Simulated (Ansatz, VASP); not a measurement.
**Ag: VASP beside Ansatz**

Contents of INCAR:

```
  PREC = Accurate
  ENCUT = 600
  EDIFF = 1E-6
  ISMEAR = -1
  SIGMA = 0.15
  LREAL = False
  LASPH = True
  NELM = 80
  ALGO = Fast
  ISIF = 3
  LWAVE = False
  LCHARG = False
  GGA = PS
  IBRION = 2
  NSW = 80
  EDIFFG = -0.001
```

The input KPOINTS:

```
Automatic mesh
0
Gamma
  18 18 10
```

The input POSCAR:

```
Ag
1.0
    2.8670626668      0.0000000000      0.0000000000
   -1.4335313334      2.4829491037      0.0000000000
    0.0000000000      0.0000000000      4.6907149256
Ag
2
Direct
    0.3333333333      0.6666666667      0.2500000000
    0.6666666667      0.3333333333      0.7500000000
```

Input for Ansatz:

```yaml
crystal:
  lattice:
    - [2.8670626668, 0.0, 0.0]
    - [-1.4335313334, 2.4829491037, 0.0]
    - [0.0, 0.0, 4.6907149256]
  atoms:
    - { symbol: Ag, position: [0.3333333333, 0.6666666667, 0.25] }
    - { symbol: Ag, position: [0.6666666667, 0.3333333333, 0.75] }
basis:
  ecutwfc: 420
kpoints:
  mp_grid: { grid: [18, 18, 10] }
hamiltonian:
  xc: pbesol
scf:
  occupations: { method: fermi_dirac, width: 0.15 }
output:
  forces: true
  stress: true
  eigenvalues: true
relax:
  adjacent_minimum: "off"
  f_tol: 0.001
  max_steps: 60
  cell: { stress_tol: 0.01 }
```

Alike in both runs: task relaxation of cell and atoms; functional PBEsol; k mesh 18 × 18 × 10; occupations fermi-dirac, width 0.15 eV; no spin polarisation.

```csv
,VASP,Ansatz
version,VASP 6.6.1,Ansatz 0.2.0
potentials or method,"VASP PAW PBE potentials, release 64 (Ag), cutoff 600 eV","scalar-relativistic, plane waves, PAW"
valence electrons in the cell,22,38
```

Ansatz gave:

```
gap on the k mesh at the Fermi level, each at its own relaxed structure (eV) : none
relaxed volume (Å³/atom)                                                     : 16.70
relaxed length of the cell vector where the two differ most in proportion (Å)              : 2.864
```

**Question.** Estimate VASP's values.

**Answer.** gap on the k mesh at the Fermi level, each at its own relaxed structure (eV): none; relaxed volume (Å³/atom): 16.66; relaxed length of the cell vector where the two differ most in proportion (Å): 2.862.

VASP's potentials were made for PBE, not for PBEsol. A gap of «none» marks a metal or a gap that the smearing closes. VASP's potentials hold 22 valence electrons a cell and Ansatz's 38, so a difference there can come from the potentials and not from the codes.
